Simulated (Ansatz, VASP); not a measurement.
## Pt: VASP beside Ansatz

Contents of INCAR:

```
PREC = Accurate
ENCUT = 520
EDIFF = 1E-7
ISMEAR = 0
SIGMA = 0.15
LREAL = False
LASPH = True
NELM = 100
ALGO = Normal
ISIF = 2
LWAVE = False
LCHARG = True
LELF = True
LVHAR = True
NBANDS = 11
```

File KPOINTS:

```
Automatic mesh
0
Gamma
  22 22 22
```

Contents of POSCAR:

```
Pt
1.0
    0.0000000000      2.2028103250      1.4294036199
    2.2028103250      0.0000000000      1.4294036199
    2.2028103250      2.2028103250      0.0000000000
Pt
1
Direct
    0.0000000000      0.0000000000      0.0000000000
```

Input for Ansatz:

```yaml
crystal:
  lattice:
    - [0.0, 2.202810325, 1.4294036199]
    - [2.202810325, 0.0, 1.4294036199]
    - [2.202810325, 2.202810325, 0.0]
  atoms:
    - { symbol: Pt, position: [0.0, 0.0, 0.0] }
basis:
  ecutwfc: 420
kpoints:
  mp_grid: { grid: [22, 22, 22] }
hamiltonian:
  xc: lda
scf:
  occupations: { method: gaussian, width: 0.15 }
output:
  forces: true
  stress: true
  eigenvalues: true
```

Alike in both runs: task single point; functional LDA; k mesh 22 × 22 × 22; occupations gaussian, width 0.15 eV; no spin polarisation.

```csv
,VASP,Ansatz
version,VASP 6.6.1,Ansatz 0.2.0
potentials or method,"VASP PAW LDA potentials, release 64 (Pt), cutoff 520 eV","scalar-relativistic, plane waves, PAW"
valence electrons in the cell,10,18
```

Ansatz gave:

- gap on the k mesh at the Fermi level (eV): none
- pressure (GPa): 25.7
- traceless stress, the component that is largest in VASP (GPa): -8.33

Task: Estimate VASP's values.

Result: gap on the k mesh at the Fermi level (eV): none; pressure (GPa): 26.8; traceless stress, the component that is largest in VASP (GPa): -8.16.

LDA's correlation is that of Perdew and Zunger in VASP and of Perdew and Wang (1992) in Ansatz. A gap of «none» marks a metal or a gap that the smearing closes. VASP's potentials hold 10 valence electrons a cell and Ansatz's 18, so a difference there can come from the potentials and not from the codes.

Neither program's run includes spin-orbit coupling.
